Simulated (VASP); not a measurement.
# SnSe2 (P-3m1) in VASP: single point with LDA

Aim: the single point of SnSe2 with LDA.

Program: VASP 6.6.1. These are calculated values, not measurements. Logs are shortened: lines on timing, memory, paths and dates and some standing lists are left out, and cuts for length are marked.

## (1) The cell of the first run

It takes space group P-3m1 (No. 164, trigonal). Conventional cell: a = 3.801 Å, b = 3.801 Å, c = 5.891 Å, α = 90.00°, β = 90.00°, γ = 120.00°. Within 3.6 Å of Sn (site symmetry -3m) lie 6 Se at 2.70 Å. Se (site symmetry 3m) has 3 Sn at 2.70 Å and 3 Se at 3.51 Å within 3.6 Å.

## (2) Single point, LDA

Contents of INCAR:

```
PREC     = Accurate       # precision mode
ENCUT    = 520            # plane-wave cutoff, eV
EDIFF    = 1E-7           # SCF threshold, eV
ISMEAR   = 0              # smearing method
SIGMA    = 0.02           # smearing width, eV
LREAL    = False          # projectors in reciprocal space
LASPH    = True           # aspherical terms in the spheres
NELM     = 80             # most SCF steps
ALGO     = Normal         # electronic algorithm
ISIF     = 2              # what is computed and relaxed
LWAVE    = False          # write WAVECAR
LCHARG   = False          # write CHGCAR
GGA      = CA             # functional
NBANDS   = 20             # bands
```

Contents of KPOINTS:

```
regular mesh
0
Gamma
  14 14 10
```

Contents of POSCAR:

```
SnSe2
1.0
    3.8005578076      0.0000000000      0.0000000000
   -1.9002789038      3.2913796099      0.0000000000
    0.0000000000      0.0000000000      5.8911163628
Sn Se
1 2
Direct
    0.0000000000      0.0000000000      0.0000000000
    0.3333333333      0.6666666667      0.2676861535
    0.6666666667      0.3333333333      0.7323138465
```

Potentials or basis: VASP PAW LDA potentials, release 64 (Sn_d, Se).

Started as:

```sh
cat potpaw_LDA.64/Sn_d/POTCAR potpaw_LDA.64/Se/POTCAR > POTCAR
mpirun -np 1 vasp_std > vasp.out
```

OUTCAR:

```text
PREC = Accurate
   ENCUT = 520
   EDIFF = 1E-7
   ISMEAR = 0
   LREAL = False
   LASPH = True
   NELM = 80
   ISIF = 2
   GGA = CA

 ion  position               nearest neighbor table
   1  0.000  0.000  0.000-   2 2.70   3 2.70   2 2.70   3 2.70   3 2.70   2 2.70
   2  0.333  0.667  0.268-   1 2.70   1 2.70   1 2.70
   3  0.667  0.333  0.732-   1 2.70   1 2.70   1 2.70

  LATTYP: Found a hexagonal cell.
 ALAT       =     3.8005578076
 C/A-ratio  =     1.5500662432

  Lattice vectors:

 A1 = (   3.8005578076,   0.0000000000,   0.0000000000)
 A2 = (  -1.9002789038,   3.2913796099,   0.0000000000)
 A3 = (   0.0000000000,   0.0000000000,   5.8911163628)

Analysis of symmetry for initial positions (statically):
=====================================================================
 Subroutine PRICEL returns:
 Original cell was already a primitive cell.

 Routine SETGRP: Setting up the symmetry group for a
 hexagonal supercell.

 Subroutine GETGRP returns: Found 12 space group operations
 (whereof 12 operations were pure point group operations)
 out of a pool of 24 trial point group operations.

The static configuration has the point symmetry D_3d.

Analysis of symmetry for dynamics (positions and initial velocities):
=====================================================================
 Subroutine PRICEL returns:
 Original cell was already a primitive cell.

 Routine SETGRP: Setting up the symmetry group for a
 hexagonal supercell.

 Subroutine GETGRP returns: Found 12 space group operations
 (whereof 12 operations were pure point group operations)
 out of a pool of 24 trial point group operations.

The dynamic configuration has the point symmetry D_3d.

 Subroutine INISYM returns: Found 12 space group operations
 (whereof 12 operations are pure point group operations),
 and found     1 'primitive' translations

----------------------------------------------------------------------------------------

                                     Primitive cell

  volume of cell :      73.6924

  direct lattice vectors                    reciprocal lattice vectors
     3.800557808  0.000000000  0.000000000     0.263119271  0.151911982  0.000000000
    -1.900278904  3.291379610  0.000000000     0.000000000  0.303823964  0.000000000
     0.000000000  0.000000000  5.891116363     0.000000000  0.000000000  0.169747114

  length of vectors
     3.800557808  3.800557808  5.891116363     0.303823964  0.303823964  0.169747114

  position of ions in fractional coordinates (direct lattice)
     0.000000000  0.000000000  0.000000000
     0.333333333  0.666666667  0.267686154
     0.666666667  0.333333333  0.732313846

  ion indices of the primitive-cell ions
   primitive index   ion index
                 1           1
                 2           2
                 3           3

----------------------------------------------------------------------------------------

 KPOINTS: regular mesh

Automatic generation of k-mesh.
 Grid dimensions read from file:
 generate k-points for:   14   14   10

 Generating k-lattice:

  Cartesian coordinates                     Fractional coordinates (reciprocal lattice)
     0.018794234  0.010850856  0.000000000     0.071428571  0.000000000  0.000000000
     0.000000000  0.021701712  0.000000000     0.000000000  0.071428571  0.000000000
     0.000000000  0.000000000  0.016974711     0.000000000  0.000000000  0.100000000

  Length of vectors
     0.021701712  0.021701712  0.016974711

  Shift w.r.t. Gamma in fractional coordinates (k-lattice)
     0.000000000  0.000000000  0.000000000

 Subroutine IBZKPT returns following result:
 ===========================================

 Found    208 irreducible k-points:

 Following reciprocal coordinates:
            Coordinates               Weight
  0.000000  0.000000  0.000000      1.000000
  0.071429  0.000000  0.000000      6.000000
  0.142857  0.000000  0.000000      6.000000
  0.214286  0.000000  0.000000      6.000000
  0.285714  0.000000  0.000000      6.000000
  0.357143  0.000000  0.000000      6.000000
[... 16 lines left out ...]
  0.285714  0.285714  0.000000      6.000000
  0.357143  0.285714  0.000000      6.000000
 [... further k-points ...]
   k-points           NKPTS =    208   k-points in BZ     NKDIM =    208   number of bands    NBANDS=     20
   number of dos      NEDOS =    301   number of ions     NIONS =      3
   total plane-waves  NPLWV =  37632
   dimension x,y,z NGX =    28 NGY =   28 NGZ =   48
   dimension x,y,z NGXF=    56 NGYF=   56 NGZF=   96
   ions per type =               1   2
   NGX,Y,Z   is equivalent  to a cutoff of  12.25, 12.25, 13.55 a.u.
   NGXF,Y,Z  is equivalent  to a cutoff of  24.50, 24.50, 27.09 a.u.
 SYSTEM =  unknown system
   PREC   = accura    normal or accurate (medium, high low for compatibility)
   ISTART =      0    job   : 0-new  1-cont  2-samecut
   ICHARG =      2    charge: 1-file 2-atom 10-const
   ISPIN  =      1    spin polarized calculation?
   LNONCOLLINEAR =      F non collinear calculations
   LSORBIT =      F    spin-orbit coupling
   LASPH  =      T    aspherical Exc in radial PAW
   ENCUT  =  520.0 eV  38.22 Ry    6.18 a.u.   7.07  7.07 10.95*2*pi/ulx,y,z
   NELM   =     80;   NELMIN=  2; NELMDL= -5     # of ELM steps
   EDIFF  = 0.1E-06   stopping-criterion for ELM
   LREAL  =      F    real-space projection
   EDIFFG = 0.1E-05   stopping-criterion for IOM
   NSW    =      0    number of steps for IOM
   IBRION =     -1    ionic relax: 0-MD 1-quasi-New 2-CG
   NFREE  =      0    steps in history (QN), initial steepest desc. (CG)
   ISIF   =      2    stress and relaxation
   ISYM   =      2    0-nonsym 1-usesym 2-fastsym
   POTIM  = 0.5000    time-step for ionic-motion
   TEBEG  =    0.0;   TEEND  =   0.0 temperature during run
   PSTRESS=    0.0 pullay stress
   NELECT =      26.0000    total number of electrons
   NUPDOWN=      -1.0000    fix difference up-down
   EMIN   =  10.00;   EMAX   =-10.00  energy-range for DOS
   EFERMI =   0.00;   METHOD = LEGACY
   ISMEAR =     0;   SIGMA  =   0.02  broadening in eV -4-tet -1-fermi 0-gaus
   EFERMI_NEDOS =   21; number of points for ismear=-14 and -15
   IALGO  =     38    algorithm
   IMIX   =      4    mixing-type and parameters
     AMIX     =   0.40;   BMIX     =  1.00
     AMIX_MAG =   1.60;   BMIX_MAG =  1.00
  volume/ion in A,a.u.               =      24.56       165.77
  Fermi-wavevector in a.u.,A,eV,Ry     =   1.156800  2.186035 18.207131  1.338186
  Thomas-Fermi vector in A             =   2.293417
   LORBIT       =      0    0 simple, 1 ext, 2 COOP (PROOUT), +10 PAW based schemes
   GGA     = CA    functional components
   LHFCALC =     F    Hartree Fock is set to
   AEXX    =    0.0000 exact exchange contribution
   IVDW    =     0    specifies the selected vdW correction
   LEPSILON=     F    determine dielectric tensor
   LRPA    =     F    only Hartree local field effects (RPA)
 non-spin polarized calculation
 Gauss-broadening in eV      SIGMA  =   0.02
  energy-cutoff  :      520.00
  volume of cell :       73.69
 maximum number of plane-waves:      2007
   NGX = 15   NGY = 15   NGZ = 21

 number of electron      25.9999995 magnetization

 Free energy of the ion-electron system (eV)
  ---------------------------------------------------
  ext. energy  EPLUGINS =         0.00000000
  ---------------------------------------------------
  free energy    TOTEN  =       -13.79489700 eV

  energy without entropy =      -13.79489700  energy(sigma->0) =      -13.79489700

 E-fermi :   5.0039     XC(G=0): -10.0639

 val. band max:        4.9061099107   @ k =   0.0714   0.0714   0.0000
 cond. band min:       5.1005672362   @ k =   0.0000   0.4286   0.3000
 fundamental gap:      0.1944573255
 Fermi energy:         5.0038758005

 k-point     1 :       0.0000    0.0000    0.0000
  band No.  band energies     occupation
      1     -16.5445      2.00000
      2     -16.5445      2.00000
      3     -16.5022      2.00000
      4     -16.4892      2.00000
      5     -16.4892      2.00000
      6      -9.4267      2.00000
[... 12 lines left out ...]
     19      13.7325      0.00000
     20      13.7325      0.00000

 k-point     2 :       0.0714    0.0000    0.0000
  band No.  band energies     occupation
      1     -16.5469      2.00000
      2     -16.5425      2.00000
      3     -16.5007      2.00000
      4     -16.4906      2.00000
      5     -16.4890      2.00000
      6      -9.3753      2.00000
[... 12 lines left out ...]
     19      13.0213      0.00000
     20      13.7600      0.00000

 k-point     3 :       0.1429    0.0000    0.0000
  band No.  band energies     occupation
      1     -16.5539      2.00000
      2     -16.5372      2.00000
      3     -16.4975      2.00000
      4     -16.4930      2.00000
      5     -16.4880      2.00000
      6      -9.2231      2.00000
[... 12 lines left out ...]
     19      12.7151      0.00000
     20      13.7804      0.00000

 k-point     4 :       0.2143    0.0000    0.0000
  band No.  band energies     occupation
      1     -16.5651      2.00000
      2     -16.5308      2.00000
      3     -16.5008      2.00000
      4     -16.4876      2.00000
      5     -16.4853      2.00000
      6      -8.9777      2.00000
[... 12 lines left out ...]
     19      12.5389      0.00000
     20      13.9914      0.00000

 k-point     5 :       0.2857    0.0000    0.0000
  band No.  band energies     occupation
      1     -16.5781      2.00000
      2     -16.5257      2.00000
      3     -16.5058      2.00000
      4     -16.4801      2.00000
      5     -16.4795      2.00000
      6      -8.6552      2.00000
[... 12 lines left out ...]
     19      13.0028      0.00000
     20      14.6050      0.00000
[... 353 lines left out ...]
      6      -7.8566      2.00000
[... 12 lines left out ...]
     19      12.2474      0.00000
     20      14.9712      0.00000

 k-point    22 :       0.3571    0.2143    0.0000
  band No.  band energies     occupation
      1     -16.5818      2.00000
      2     -16.5421      2.00000
      3     -16.5009      2.00000
      4     -16.4781      2.00000
      5     -16.4665      2.00000
      6      -7.5813      2.00000
[... 12 lines left out ...]
     19      13.3090      0.00000
     20      14.6684      0.00000

 k-point    23 :       0.2857    0.2857    0.0000
  band No.  band energies     occupation
      1     -16.5748      2.00000
      2     -16.5489      2.00000
      3     -16.4955      2.00000
      4     -16.4836      2.00000
      5     -16.4667      2.00000
      6      -7.5617      2.00000
[... 12 lines left out ...]
     19      12.3236      0.00000
     20      14.4055      0.00000

 k-point    24 :       0.3571    0.2857    0.0000
  band No.  band energies     occupation
      1     -16.5702      2.00000
      2     -16.5547      2.00000
      3     -16.4928      2.00000
      4     -16.4837      2.00000
      5     -16.4681      2.00000
      6      -7.3839      2.00000
[... 12 lines left out ...]
     19      13.0299      0.00000
     20      13.6257      0.00000

 [... further k-points ...]
[... 5 lines left out ...]
  --------------------------------------------------------------------------------------
  -------------------------------------------------------------------------------------
  Total        0.0751841      0.0751841      0.0794078      0.0000000      0.0000000      0.0000000
  in kB        1.6346083      1.6346083      1.7264367      0.0000000      0.0000000      0.0000000
  external PRESSURE =       1.6652177 kB  Pullay stress =       0.0000000 kB

 VOLUME and BASIS-vectors are now :
 -----------------------------------------------------------------------------
  energy-cutoff  :      520.00
  volume of cell :       73.69
      direct lattice vectors                 reciprocal lattice vectors
     3.800557808  0.000000000  0.000000000     0.263119271  0.151911982  0.000000000
    -1.900278904  3.291379610  0.000000000     0.000000000  0.303823964  0.000000000
     0.000000000  0.000000000  5.891116363     0.000000000  0.000000000  0.169747114

 POSITION                                       TOTAL-FORCE (eV/Angst)
 -----------------------------------------------------------------------------------
      0.00000      0.00000      0.00000        -0.000000      0.000000      0.000000
     -0.00000      2.19425      1.57697        -0.000000      0.000000      0.024061
      1.90028      1.09713      4.31415         0.000000      0.000000     -0.024061
 -----------------------------------------------------------------------------------
    total drift:                               -0.000000     -0.000000      0.000000

  FREE ENERGIE OF THE ION-ELECTRON SYSTEM (eV)
  ---------------------------------------------------
  free  energy   TOTEN  =       -13.7948969997 eV

  energy  without entropy=      -13.7948969997  energy(sigma->0) =      -13.79489700
```

Run time: 5.2 min. Hardware: 1 thread of AMD EPYC 7R13, shared host; peak memory 0.36 GiB.

Results:

```yaml
Free_energy: -13.7949 eV
Pressure: 0.2 GPa
Largest_force: 0.024 eV/Å
Band_gap_on_the_k_mesh: 0.19 eV, indirect (least direct gap 0.69 eV)
```

Forces on the atoms (eV/Å):
```
Sn   0.000  0.000  0.000
Se   0.000  0.000  0.024
Se   0.000  0.000 -0.024
```

Levels at points of the mesh, in eV from the valence-band top:
```tsv
k point	band 10	band 11	band 12	band 13	band 14	band 15	band 16	band 17
(0.00, 0.00, 0.00)	-0.87	-0.70	-0.70	-0.14	0.55	2.69	4.35	4.35
(0.50, 0.00, 0.00)	-3.56	-2.93	-1.97	-0.46	1.03	3.28	4.70	4.71
(0.00, 0.00, 0.50)	-1.06	-1.06	-0.39	-0.39	2.38	2.56	3.90	3.90
(0.50, 0.00, 0.50)	-2.60	-2.21	-1.32	-1.19	0.51	3.65	4.32	5.57
```

Caveat: spin-orbit coupling is left out, which moves the levels of the heavy elements. A k mesh can miss the band edges.
